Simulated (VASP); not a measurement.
# CsSnI3 (P4/mmm) in VASP: a series of runs, part 2 of 2

VASP 6.6.1.

### 3 Single point, r2SCAN (uniaxial z strain -3.0%)

File POSCAR:

```
CsSnI3
1.0
    6.2414907048      0.0000000000      0.0000000000
    0.0000000000      6.2414907048      0.0000000000
    0.0000000000      0.0000000000      6.0542459837
Cs Sn I
1 1 3
Direct
    0.0000000000      0.0000000000      0.0000000000
    0.5000000000      0.5000000000      0.5000000000
    0.5000000000      0.5000000000      0.0000000000
    0.5000000000      0.0000000000      0.5000000000
    0.0000000000      0.5000000000      0.5000000000
```

File INCAR.step1:

```
SYSTEM = CsSnI3
ALGO = Normal
EDIFF = 1E-4
ENCUT = 520
GGA = PE
ISMEAR = 0
LASPH = .TRUE.
LCHARG = .FALSE.
LREAL = .FALSE.
LWAVE = .TRUE.
NBANDS = 30
NELM = 60
PREC = Accurate
SIGMA = 0.01
```

File INCAR.step2:

```
SYSTEM = CsSnI3
ALGO = Normal
EDIFF = 1E-6
ENCUT = 520
ISIF = 2
ISMEAR = 0
ISTART = 1
LASPH = .TRUE.
LCHARG = .FALSE.
LMIXTAU = .TRUE.
LREAL = .FALSE.
LWAVE = .FALSE.
METAGGA = R2SCAN
NBANDS = 30
NELM = 60
PREC = Accurate
SIGMA = 0.01
```

File KPOINTS:

```
k-points
0
G
  4 4 4
  0 0 0
```

Potentials or basis: VASP PAW PBE potentials, release 64 (Cs_sv, Sn_d, I).

The run is started by

```
$ cat potpaw_PBE.64/Cs_sv/POTCAR potpaw_PBE.64/Sn_d/POTCAR potpaw_PBE.64/I/POTCAR > POTCAR
$ cp INCAR.step1 INCAR
$ mpirun -np 1 vasp_std > vasp.out
$ cp INCAR.step2 INCAR
$ mpirun -np 1 vasp_std > vasp.out
```

OUTCAR:

```text
SYSTEM = CsSnI3
   EDIFF = 1E-6
   ENCUT = 520
   ISIF = 2
   ISMEAR = 0
   ISTART = 1
   LASPH = .TRUE.
   LREAL = .FALSE.
   METAGGA = R2SCAN
   NELM = 60
   PREC = Accurate

 ion  position               nearest neighbor table
   1  0.000  0.000  0.000-
   2  0.500  0.500  0.500-   3 3.03   3 3.03   5 3.12   4 3.12   4 3.12   5 3.12
   3  0.500  0.500  0.000-   2 3.03   2 3.03
   4  0.500  0.000  0.500-   2 3.12   2 3.12
   5  0.000  0.500  0.500-   2 3.12   2 3.12

  LATTYP: Found a simple tetragonal cell.
 ALAT       =     6.2414907048
 C/A-ratio  =     0.9700000000

  Lattice vectors:

 A1 = (   6.2414907048,   0.0000000000,   0.0000000000)
 A2 = (   0.0000000000,   6.2414907048,   0.0000000000)
 A3 = (   0.0000000000,   0.0000000000,   6.0542459837)

Analysis of symmetry for initial positions (statically):
=====================================================================
 Subroutine PRICEL returns:
 Original cell was already a primitive cell.

 Routine SETGRP: Setting up the symmetry group for a
 simple tetragonal supercell.

 Subroutine GETGRP returns: Found 16 space group operations
 (whereof 16 operations were pure point group operations)
 out of a pool of 16 trial point group operations.

The static configuration has the point symmetry D_4h.

Analysis of symmetry for dynamics (positions and initial velocities):
=====================================================================
 Subroutine PRICEL returns:
 Original cell was already a primitive cell.

 Routine SETGRP: Setting up the symmetry group for a
 simple tetragonal supercell.

 Subroutine GETGRP returns: Found 16 space group operations
 (whereof 16 operations were pure point group operations)
 out of a pool of 16 trial point group operations.

The dynamic configuration has the point symmetry D_4h.

 Subroutine INISYM returns: Found 16 space group operations
 (whereof 16 operations are pure point group operations),
 and found     1 'primitive' translations

----------------------------------------------------------------------------------------

                                     Primitive cell

  volume of cell :     235.8505

  direct lattice vectors                    reciprocal lattice vectors
     6.241490705  0.000000000  0.000000000     0.160218135  0.000000000  0.000000000
     0.000000000  6.241490705  0.000000000     0.000000000  0.160218135  0.000000000
     0.000000000  0.000000000  6.054245984     0.000000000  0.000000000  0.165173335

  length of vectors
     6.241490705  6.241490705  6.054245984     0.160218135  0.160218135  0.165173335

  position of ions in fractional coordinates (direct lattice)
     0.000000000  0.000000000  0.000000000
     0.500000000  0.500000000  0.500000000
     0.500000000  0.500000000  0.000000000
     0.500000000  0.000000000  0.500000000
     0.000000000  0.500000000  0.500000000

  ion indices of the primitive-cell ions
   primitive index   ion index
                 1           1
                 2           2
                 3           3
                 4           4
[... 21 lines left out ...]
     0.000000000  0.000000000  0.000000000

 Subroutine IBZKPT returns following result:
 ===========================================

 Found     18 irreducible k-points:

 Following reciprocal coordinates:
            Coordinates               Weight
  0.000000  0.000000  0.000000      1.000000
  0.250000  0.000000  0.000000      4.000000
  0.500000  0.000000  0.000000      2.000000
  0.250000  0.250000  0.000000      4.000000
  0.500000  0.250000  0.000000      4.000000
  0.500000  0.500000  0.000000      1.000000
[... 10 lines left out ...]
  0.500000  0.250000  0.500000      4.000000
  0.500000  0.500000  0.500000      1.000000
   k-points           NKPTS =     18   k-points in BZ     NKDIM =     18   number of bands    NBANDS=     30
   number of dos      NEDOS =    301   number of ions     NIONS =      5
   total plane-waves  NPLWV = 110592
   dimension x,y,z NGX =    48 NGY =   48 NGZ =   48
   dimension x,y,z NGXF=    96 NGYF=   96 NGZF=   96
   ions per type =               1   1   3
   NGX,Y,Z   is equivalent  to a cutoff of  12.79, 12.79, 13.18 a.u.
   NGXF,Y,Z  is equivalent  to a cutoff of  25.57, 25.57, 26.36 a.u.
 SYSTEM =  CsSnI3
   PREC   = accura    normal or accurate (medium, high low for compatibility)
   ISTART =      1    job   : 0-new  1-cont  2-samecut
   ICHARG =      0    charge: 1-file 2-atom 10-const
   ISPIN  =      1    spin polarized calculation?
   LNONCOLLINEAR =      F non collinear calculations
   LSORBIT =      F    spin-orbit coupling
   LASPH  =      T    aspherical Exc in radial PAW
   ENCUT  =  520.0 eV  38.22 Ry    6.18 a.u.  11.61 11.61 11.26*2*pi/ulx,y,z
   NELM   =     60;   NELMIN=  2; NELMDL=  0     # of ELM steps
   EDIFF  = 0.1E-05   stopping-criterion for ELM
   LREAL  =      F    real-space projection
   EDIFFG = 0.1E-04   stopping-criterion for IOM
   NSW    =      0    number of steps for IOM
   IBRION =     -1    ionic relax: 0-MD 1-quasi-New 2-CG
   NFREE  =      0    steps in history (QN), initial steepest desc. (CG)
   ISIF   =      2    stress and relaxation
   ISYM   =      2    0-nonsym 1-usesym 2-fastsym
   POTIM  = 0.5000    time-step for ionic-motion
   TEBEG  =    0.0;   TEEND  =   0.0 temperature during run
   PSTRESS=    0.0 pullay stress
   NELECT =      44.0000    total number of electrons
   NUPDOWN=      -1.0000    fix difference up-down
   EMIN   =  10.00;   EMAX   =-10.00  energy-range for DOS
   EFERMI =   0.00;   METHOD = LEGACY
   ISMEAR =     0;   SIGMA  =   0.01  broadening in eV -4-tet -1-fermi 0-gaus
   EFERMI_NEDOS =   21; number of points for ismear=-14 and -15
   IALGO  =     38    algorithm
   IMIX   =      4    mixing-type and parameters
     AMIX     =   0.40;   BMIX     =  1.00
     AMIX_MAG =   1.60;   BMIX_MAG =  1.00
  volume/ion in A,a.u.               =      47.17       318.32
  Fermi-wavevector in a.u.,A,eV,Ry     =   0.935435  1.767715 11.905616  0.875038
  Thomas-Fermi vector in A             =   2.062342
   LORBIT       =      0    0 simple, 1 ext, 2 COOP (PROOUT), +10 PAW based schemes
   METAGGA = R2SCAN    functional components
   LHFCALC =     F    Hartree Fock is set to
   AEXX    =    0.0000 exact exchange contribution
   IVDW    =     0    specifies the selected vdW correction
   LEPSILON=     F    determine dielectric tensor
   LRPA    =     F    only Hartree local field effects (RPA)
 non-spin polarized calculation
 Gauss-broadening in eV      SIGMA  =   0.01
  energy-cutoff  :      520.00
  volume of cell :      235.85
 maximum number of plane-waves:      6379
 NGX is ok and might be reduce to    48
   NGX = 23   NGY = 23   NGZ = 23

 number of electron      43.9999993 magnetization

 Free energy of the ion-electron system (eV)
  ---------------------------------------------------
  ext. energy  EPLUGINS =         0.00000000
  ---------------------------------------------------
  free energy    TOTEN  =      -128.59802270 eV

  energy without entropy =     -128.59802270  energy(sigma->0) =     -128.59802270

 E-fermi :   3.1102     XC(G=0):  -7.9632

 val. band max:        3.0437096114   @ k =   0.5000   0.5000   0.5000
 cond. band min:       3.3106507952   @ k =   0.5000   0.5000   0.5000
 fundamental gap:      0.2669411839
 Fermi energy:         3.1102480308

 k-point     1 :       0.0000    0.0000    0.0000
  band No.  band energies     occupation
      1     -20.1699      2.00000
      2     -19.9999      2.00000
      3     -19.9951      2.00000
      4     -19.9707      2.00000
      5     -19.9664      2.00000
      6     -19.9664      2.00000
[... 583 lines left out ...]
     29       7.2611      0.00000
     30       8.3806      0.00000

------------------------ aborting loop because EDIFF is reached ----------------------------------------

  FORCE on cell =-STRESS in cart. coord.  units (eV):
  Direction    XX          YY          ZZ          XY          YZ          ZX
  --------------------------------------------------------------------------------------
  -------------------------------------------------------------------------------------
  Total        0.2627989      0.2627989      2.2237458      0.0000000      0.0000000      0.0000000
  in kB        1.7852432      1.7852432     15.1063312      0.0000000      0.0000000      0.0000000
  external PRESSURE =       6.2256059 kB  Pullay stress =       0.0000000 kB

 VOLUME and BASIS-vectors are now :
 -----------------------------------------------------------------------------
  energy-cutoff  :      520.00
  volume of cell :      235.85
      direct lattice vectors                 reciprocal lattice vectors
     6.241490705  0.000000000  0.000000000     0.160218135  0.000000000  0.000000000
     0.000000000  6.241490705  0.000000000     0.000000000  0.160218135  0.000000000
     0.000000000  0.000000000  6.054245984     0.000000000  0.000000000  0.165173335

 POSITION                                       TOTAL-FORCE (eV/Angst)
 -----------------------------------------------------------------------------------
      0.00000      0.00000      0.00000         0.000000      0.000000      0.000000
      3.12075      3.12075      3.02712         0.000000      0.000000      0.000000
      3.12075      3.12075      0.00000         0.000000      0.000000      0.000000
      3.12075      0.00000      3.02712         0.000000      0.000000      0.000000
      0.00000      3.12075      3.02712         0.000000      0.000000      0.000000
 -----------------------------------------------------------------------------------
    total drift:                                0.000000     -0.000000     -0.000000

  FREE ENERGIE OF THE ION-ELECTRON SYSTEM (eV)
  ---------------------------------------------------
  free  energy   TOTEN  =      -128.5980226968 eV

  energy  without entropy=     -128.5980226968  energy(sigma->0) =     -128.59802270
```

Run time: 4.4 min. Hardware: 1 thread of Intel Xeon 6975P-C (Granite Rapids), shared host; peak memory 0.44 GiB.

What came out:

- Free energy: -128.5980 eV
- Pressure: 0.6 GPa
- Band gap on the k mesh: 0.27 eV

Stress tensor (GPa, compression positive):
```
0.18 0.00 0.00
0.00 0.18 0.00
0.00 0.00 1.51
```

Caveat: the cell differs from its parent crystal (uniaxial z strain -3.0%); the PAW data sets were made with another functional, which shifts forces and pressure a little; spin-orbit coupling is left out, which moves the levels of the heavy elements.
